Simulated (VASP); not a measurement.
# SnO2 (Pbcn) in VASP: notebook

SnO2 is run at these levels: r2SCAN; tasks: single point.

Everything below comes from runs of VASP 6.6.1. Logs are shortened: lines on timing, memory, paths and dates and some standing lists are left out, and cuts for length are marked.

## 1. The cell of the first run

Symmetry: Pbcn, No. 60, orthorhombic system. The conventional cell has a = 4.732 Å, b = 5.743 Å, c = 5.238 Å, α = 90.00°, β = 90.00°, γ = 90.00°. Within 2.7 Å of Sn (site symmetry 2) lie 6 O at 2.03 to 2.11 Å. O (site symmetry 1) has 3 Sn at 2.03 to 2.11 Å and 1 O at 2.63 Å within 2.7 Å.

## 2. Single point, r2SCAN

File POSCAR:

```
SnO2
1.0
    4.7322610027      0.0000000000      0.0000000000
    0.0000000000      5.7433550641      0.0000000000
    0.0000000000      0.0000000000      5.2381067555
Sn O
4 8
Direct
    0.5000000000      0.6651905234      0.7500000000
    0.0000000000      0.8348094766      0.2500000000
    0.5000000000      0.3348094766      0.2500000000
    0.0000000000      0.1651905234      0.7500000000
    0.7297996678      0.6076164214      0.0788779043
    0.2297996678      0.8923835786      0.9211220957
    0.7702003322      0.8923835786      0.5788779043
    0.2702003322      0.6076164214      0.4211220957
    0.7297996678      0.3923835786      0.5788779043
    0.2297996678      0.1076164214      0.4211220957
    0.7702003322      0.1076164214      0.0788779043
    0.2702003322      0.3923835786      0.9211220957
```

File INCAR.step1:

```
SYSTEM = SnO2
ALGO     = Normal         ! electronic algorithm
EDIFF    = 1E-4           ! SCF threshold, eV
ENCUT    = 520            ! plane-wave cutoff, eV
GGA      = PE             ! functional
ISMEAR   = 0              ! smearing method
LASPH    = .True.         ! aspherical terms in the spheres
LCHARG   = .False.        ! write CHGCAR
LREAL    = .False.        ! projectors in reciprocal space
LWAVE    = .True.         ! write WAVECAR
NBANDS   = 64             ! bands
NELM     = 100            ! most SCF steps
PREC     = Accurate       ! precision mode
SIGMA    = 0.02           ! smearing width, eV
```

File INCAR.step2:

```
SYSTEM = SnO2
ALGO     = Normal         ! electronic algorithm
EDIFF    = 1E-6           ! SCF threshold, eV
ENCUT    = 520            ! plane-wave cutoff, eV
ISIF     = 2              ! what is computed and relaxed
ISMEAR   = 0              ! smearing method
ISTART   = 1            
LASPH    = .True.         ! aspherical terms in the spheres
LCHARG   = .True.         ! write CHGCAR
LELF     = .True.         ! ELF
LMIXTAU  = .True.       
LREAL    = .False.        ! projectors in reciprocal space
LVHAR    = .True.       
LWAVE    = .False.        ! write WAVECAR
METAGGA  = R2SCAN         ! meta-GGA
NBANDS   = 64             ! bands
NELM     = 100            ! most SCF steps
PREC     = Accurate       ! precision mode
SIGMA    = 0.02           ! smearing width, eV
```

File KPOINTS:

```
k-points
0
Gamma
  6 6 6
  0 0 0
```

Potentials or basis: VASP PAW PBE potentials, release 64 (Sn_d, O).

Run with:

```console
cat potpaw_PBE.64/Sn_d/POTCAR potpaw_PBE.64/O/POTCAR > POTCAR
cp INCAR.step1 INCAR
mpirun -np 1 vasp_std > vasp.out
cp INCAR.step2 INCAR
mpirun -np 1 vasp_std > vasp.out
```

OUTCAR:

```text
SYSTEM = SnO2
   EDIFF = 1E-6
   ENCUT = 520
   ISIF = 2
   ISMEAR = 0
   ISTART = 1
   LASPH = .True.
   LREAL = .False.
   METAGGA = R2SCAN
   NELM = 100
   PREC = Accurate

 ion  position               nearest neighbor table
   1  0.500  0.665  0.750-   6 2.03   7 2.03   5 2.06   8 2.06   9 2.11  12 2.11   3 3.23   3 3.23
                             2 3.66   2 3.66   2 3.66   2 3.66   4 3.72   4 3.72   4 3.72   4 3.72
   2  0.000  0.835  0.250-   5 2.03   8 2.03   7 2.06   6 2.06  10 2.11  11 2.11   4 3.23   4 3.23
                             1 3.66   1 3.66   1 3.66   1 3.66   3 3.72   3 3.72   3 3.72   3 3.72
   3  0.500  0.335  0.250-  10 2.03  11 2.03   9 2.06  12 2.06   5 2.11   8 2.11   1 3.23   1 3.23
                             4 3.66   4 3.66   4 3.66   4 3.66   2 3.72   2 3.72   2 3.72   2 3.72
   4  0.000  0.165  0.750-   9 2.03  12 2.03  11 2.06  10 2.06   6 2.11   7 2.11   2 3.23   2 3.23
                             3 3.66   3 3.66   3 3.66   3 3.66   1 3.72   1 3.72   1 3.72   1 3.72
   5  0.730  0.608  0.079-   2 2.03   1 2.06   3 2.11
   6  0.230  0.892  0.921-   1 2.03   2 2.06   4 2.11
   7  0.770  0.892  0.579-   1 2.03   2 2.06   4 2.11
   8  0.270  0.608  0.421-   2 2.03   1 2.06   3 2.11
   9  0.730  0.392  0.579-   4 2.03   3 2.06   1 2.11
  10  0.230  0.108  0.421-   3 2.03   4 2.06   2 2.11
  11  0.770  0.108  0.079-   3 2.03   4 2.06   2 2.11
  12  0.270  0.392  0.921-   4 2.03   3 2.06   1 2.11

  LATTYP: Found a simple orthorhombic cell.
 ALAT       =     4.7322610027
 B/A-ratio  =     1.1068930375
 C/A-ratio  =     1.2136598258

  Lattice vectors:

 A1 = (  -4.7322610027,   0.0000000000,   0.0000000000)
 A2 = (   0.0000000000,   0.0000000000,   5.2381067555)
 A3 = (   0.0000000000,   5.7433550641,   0.0000000000)

Analysis of symmetry for initial positions (statically):
=====================================================================
 Subroutine PRICEL returns:
 Original cell was already a primitive cell.

 Routine SETGRP: Setting up the symmetry group for a
 simple orthorhombic supercell.

 Subroutine GETGRP returns: Found  8 space group operations
 (whereof  2 operations were pure point group operations)
 out of a pool of  8 trial point group operations.

The static configuration has the point symmetry S_2 .
 The point group associated with its full space group is D_2h.

Analysis of symmetry for dynamics (positions and initial velocities):
=====================================================================
 Subroutine PRICEL returns:
 Original cell was already a primitive cell.

 Routine SETGRP: Setting up the symmetry group for a
 simple orthorhombic supercell.

 Subroutine GETGRP returns: Found  8 space group operations
 (whereof  2 operations were pure point group operations)
 out of a pool of  8 trial point group operations.

The dynamic configuration has the point symmetry S_2 .
 The point group associated with its full space group is D_2h.

 Subroutine INISYM returns: Found  8 space group operations
 (whereof  2 operations are pure point group operations),
 and found     1 'primitive' translations

----------------------------------------------------------------------------------------

                                     Primitive cell

  volume of cell :     142.3668

  direct lattice vectors                    reciprocal lattice vectors
     4.732261003  0.000000000  0.000000000     0.211315479  0.000000000  0.000000000
     0.000000000  5.743355064  0.000000000     0.000000000  0.174114257  0.000000000
     0.000000000  0.000000000  5.238106755     0.000000000  0.000000000  0.190908671

  length of vectors
     4.732261003  5.743355064  5.238106755     0.211315479  0.174114257  0.190908671

  position of ions in fractional coordinates (direct lattice)
     0.500000000  0.665190523  0.750000000
     0.000000000  0.834809477  0.250000000
     0.500000000  0.334809477  0.250000000
     0.000000000  0.165190523  0.750000000
     0.729799668  0.607616421  0.078877904
     0.229799668  0.892383579  0.921122096
     0.770200332  0.892383579  0.578877904
     0.270200332  0.607616421  0.421122096
     0.729799668  0.392383579  0.578877904
     0.229799668  0.107616421  0.421122096
     0.770200332  0.107616421  0.078877904
     0.270200332  0.392383579  0.921122096

  ion indices of the primitive-cell ions
   primitive index   ion index
                 1           1
                 2           2
                 3           3
                 4           4
                 5           5
                 6           6
                 7           7
                 8           8
                 9           9
                10          10
                11          11
                12          12

----------------------------------------------------------------------------------------

 KPOINTS: k-points

Automatic generation of k-mesh.
 Grid dimensions read from file:
 generate k-points for:    6    6    6

 Generating k-lattice:

  Cartesian coordinates                     Fractional coordinates (reciprocal lattice)
     0.035219246  0.000000000  0.000000000     0.166666667  0.000000000  0.000000000
     0.000000000  0.029019043  0.000000000     0.000000000  0.166666667  0.000000000
     0.000000000  0.000000000  0.031818112     0.000000000  0.000000000  0.166666667

  Length of vectors
     0.035219246  0.029019043  0.031818112

  Shift w.r.t. Gamma in fractional coordinates (k-lattice)
     0.000000000  0.000000000  0.000000000

 Subroutine IBZKPT returns following result:
 ===========================================

 Found     64 irreducible k-points:

 Following reciprocal coordinates:
            Coordinates               Weight
  0.000000  0.000000  0.000000      1.000000
  0.166667  0.000000  0.000000      2.000000
  0.333333  0.000000  0.000000      2.000000
  0.500000  0.000000  0.000000      1.000000
  0.000000  0.166667  0.000000      2.000000
  0.166667  0.166667  0.000000      4.000000
[... 16 lines left out ...]
  0.333333  0.166667  0.166667      8.000000
  0.500000  0.166667  0.166667      4.000000
 [... further k-points ...]
   k-points           NKPTS =     64   k-points in BZ     NKDIM =     64   number of bands    NBANDS=     64
   number of dos      NEDOS =    301   number of ions     NIONS =     12
   total plane-waves  NPLWV =  69120
   dimension x,y,z NGX =    36 NGY =   48 NGZ =   40
   dimension x,y,z NGXF=    72 NGYF=   96 NGZF=   80
   ions per type =               4   8
   NGX,Y,Z   is equivalent  to a cutoff of  12.65, 13.89, 12.70 a.u.
   NGXF,Y,Z  is equivalent  to a cutoff of  25.29, 27.79, 25.39 a.u.
 SYSTEM =  SnO2
   PREC   = accura    normal or accurate (medium, high low for compatibility)
   ISTART =      1    job   : 0-new  1-cont  2-samecut
   ICHARG =      0    charge: 1-file 2-atom 10-const
   ISPIN  =      1    spin polarized calculation?
   LNONCOLLINEAR =      F non collinear calculations
   LSORBIT =      F    spin-orbit coupling
   LASPH  =      T    aspherical Exc in radial PAW
   ENCUT  =  520.0 eV  38.22 Ry    6.18 a.u.   8.80 10.68  9.74*2*pi/ulx,y,z
   NELM   =    100;   NELMIN=  2; NELMDL=  0     # of ELM steps
   EDIFF  = 0.1E-05   stopping-criterion for ELM
   LREAL  =      F    real-space projection
   EDIFFG = 0.1E-04   stopping-criterion for IOM
   NSW    =      0    number of steps for IOM
   IBRION =     -1    ionic relax: 0-MD 1-quasi-New 2-CG
   NFREE  =      0    steps in history (QN), initial steepest desc. (CG)
   ISIF   =      2    stress and relaxation
   ISYM   =      2    0-nonsym 1-usesym 2-fastsym
   POTIM  = 0.5000    time-step for ionic-motion
   TEBEG  =    0.0;   TEEND  =   0.0 temperature during run
   PSTRESS=    0.0 pullay stress
   NELECT =     104.0000    total number of electrons
   NUPDOWN=      -1.0000    fix difference up-down
   EMIN   =  10.00;   EMAX   =-10.00  energy-range for DOS
   EFERMI =   0.00;   METHOD = LEGACY
   ISMEAR =     0;   SIGMA  =   0.02  broadening in eV -4-tet -1-fermi 0-gaus
   EFERMI_NEDOS =   21; number of points for ismear=-14 and -15
   IALGO  =     38    algorithm
   IMIX   =      4    mixing-type and parameters
     AMIX     =   0.40;   BMIX     =  1.00
     AMIX_MAG =   1.60;   BMIX_MAG =  1.00
  volume/ion in A,a.u.               =      11.86        80.06
  Fermi-wavevector in a.u.,A,eV,Ry     =   1.474404  2.786219 29.577241  2.173866
  Thomas-Fermi vector in A             =   2.589179
   LORBIT       =      0    0 simple, 1 ext, 2 COOP (PROOUT), +10 PAW based schemes
   METAGGA = R2SCAN    functional components
   LHFCALC =     F    Hartree Fock is set to
   AEXX    =    0.0000 exact exchange contribution
   IVDW    =     0    specifies the selected vdW correction
   LEPSILON=     F    determine dielectric tensor
   LRPA    =     F    only Hartree local field effects (RPA)
 non-spin polarized calculation
 Gauss-broadening in eV      SIGMA  =   0.02
  energy-cutoff  :      520.00
  volume of cell :      142.37
 maximum number of plane-waves:      3878
 NGX is ok and might be reduce to    36
   NGX = 17   NGY = 21   NGZ = 19

 number of electron     103.9999982 magnetization

 Free energy of the ion-electron system (eV)
  ---------------------------------------------------
  ext. energy  EPLUGINS =         0.00000000
  ---------------------------------------------------
  free energy    TOTEN  =      -169.05662011 eV

  energy without entropy =     -169.05662011  energy(sigma->0) =     -169.05662011

 E-fermi :   5.6134     XC(G=0): -12.1106

 val. band max:        5.4626249040   @ k =   0.3333   0.0000   0.0000
 cond. band min:       7.5655497294   @ k =   0.0000   0.0000   0.0000
 fundamental gap:      2.1029248254
 Fermi energy:         5.6134288784

 k-point     1 :       0.0000    0.0000    0.0000
  band No.  band energies     occupation
      1     -15.8429      2.00000
      2     -15.6750      2.00000
      3     -15.5867      2.00000
      4     -15.2542      2.00000
      5     -15.0922      2.00000
      6     -14.8379      2.00000
[... 1597 lines left out ...]
     63      17.3512      0.00000
     64      17.3512      0.00000

 [... further k-points ...]

------------------------ aborting loop because EDIFF is reached ----------------------------------------

  FORCE on cell =-STRESS in cart. coord.  units (eV):
  Direction    XX          YY          ZZ          XY          YZ          ZX
  --------------------------------------------------------------------------------------
  -------------------------------------------------------------------------------------
  Total        0.9141956      0.9379577      1.1380341      0.0000000      0.0000000     -0.0000000
  in kB       10.2882380     10.5556537     12.8072871      0.0000000      0.0000000     -0.0000000
  external PRESSURE =      11.2170596 kB  Pullay stress =       0.0000000 kB

 VOLUME and BASIS-vectors are now :
 -----------------------------------------------------------------------------
  energy-cutoff  :      520.00
  volume of cell :      142.37
      direct lattice vectors                 reciprocal lattice vectors
     4.732261003  0.000000000  0.000000000     0.211315479  0.000000000  0.000000000
     0.000000000  5.743355064  0.000000000     0.000000000  0.174114257  0.000000000
     0.000000000  0.000000000  5.238106755     0.000000000  0.000000000  0.190908671

 POSITION                                       TOTAL-FORCE (eV/Angst)
 -----------------------------------------------------------------------------------
      2.36613      3.82043      3.92858        -0.000000      0.018675     -0.000000
      0.00000      4.79461      1.30953        -0.000000     -0.018675     -0.000000
      2.36613      1.92293      1.30953        -0.000000     -0.018675     -0.000000
      0.00000      0.94875      3.92858        -0.000000      0.018675     -0.000000
      3.45360      3.48976      0.41317         0.019240     -0.008063      0.005624
      1.08747      5.12528      4.82494         0.019240      0.008063     -0.005624
      3.64479      5.12528      3.03222        -0.019240      0.008063      0.005624
      1.27866      3.48976      2.20588        -0.019240     -0.008063     -0.005624
      3.45360      2.25360      3.03222         0.019240      0.008063      0.005624
      1.08747      0.61808      2.20588         0.019240     -0.008063     -0.005624
      3.64479      0.61808      0.41317        -0.019240     -0.008063      0.005624
      1.27866      2.25360      4.82494        -0.019240      0.008063     -0.005624
 -----------------------------------------------------------------------------------
    total drift:                               -0.000000      0.000000     -0.000000

  FREE ENERGIE OF THE ION-ELECTRON SYSTEM (eV)
  ---------------------------------------------------
  free  energy   TOTEN  =      -169.0566201097 eV

  energy  without entropy=     -169.0566201097  energy(sigma->0) =     -169.05662011
```

It took 43 min on 1 thread of Oxide Virtual Turin-like, shared host; peak memory 0.51 GiB.

What came out:

```
Free energy            : -169.0566 eV
Pressure               : 1.1 GPa
Largest force          : 0.022 eV/Å
Band gap on the k mesh : 2.10 eV (least direct gap 2.11 eV)
```

Forces in eV/Å, atoms in the order of the input:
```
Sn   0.000  0.019  0.000
Sn   0.000 -0.019  0.000
Sn   0.000 -0.019  0.000
Sn   0.000  0.019  0.000
O    0.019 -0.008  0.006
O    0.019  0.008 -0.006
O   -0.019  0.008  0.006
O   -0.019 -0.008 -0.006
O    0.019  0.008  0.006
O    0.019 -0.008 -0.006
O   -0.019 -0.008  0.006
O   -0.019  0.008 -0.006
```

Caveat: the PAW data sets were made with another functional, which shifts forces and pressure a little; spin-orbit coupling is left out, which moves the levels of the heavy elements. A k mesh can miss the band edges.

(Part 1 of 3 ends here.)
